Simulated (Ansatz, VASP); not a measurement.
# Ba in VASP and in Ansatz

Contents of INCAR:

```
ALGO = Normal
EDIFF = 1E-7
ENCUT = 520
GGA = PE
ISIF = 2
ISMEAR = -1
LASPH = T
LCHARG = T
LELF = T
LREAL = F
LVHAR = T
LWAVE = F
NBANDS = 11
NELM = 100
PREC = Accurate
SIGMA = 0.05
```

KPOINTS

```
k-points
0
Gamma
  13 13 13
```

File POSCAR:

```
Ba
1.0
    3.8830355282      0.0000000000      0.0000000000
    0.0000000000      3.8830355282      0.0000000000
    0.0000000000      0.0000000000      3.8830355282
Ba
1
Direct
    0.0000000000      0.0000000000      0.0000000000
```

Input for Ansatz:

```yaml
crystal:
  lattice:
    - [3.8830355282, 0.0, 0.0]
    - [0.0, 3.8830355282, 0.0]
    - [0.0, 0.0, 3.8830355282]
  atoms:
    - { symbol: Ba, position: [0.0, 0.0, 0.0] }
kpoints:
  mp_grid: { grid: [13, 13, 13] }
scf:
  occupations: { method: fermi_dirac, width: 0.05 }
hamiltonian:
  xc: pbe
  pseudopotentials: { kind: all_electron, lapw: { basis_error: 0.00025 } }
output:
  forces: true
  stress: true
  eigenvalues: true
```

Change from the starting cell: volume scaled by 0.95.

Alike in both runs: task single point; functional PBE; k mesh 13 × 13 × 13; occupations fermi-dirac, width 0.05 eV; no spin polarisation.

```csv
,VASP,Ansatz
version,VASP 6.6.1,Ansatz 0.2.0
potentials or method,"VASP PAW PBE potentials, release 64 (Ba_sv), cutoff 520 eV","all-electron LAPW, scalar-relativistic"
```

Ansatz gave:

- pressure (GPa): 0.4

Q: Which values does VASP return?

A: Pressure (GPa): 0.6.

Ansatz ran all-electron here, and VASP with PAW potentials.

Neither program's run includes spin-orbit coupling.
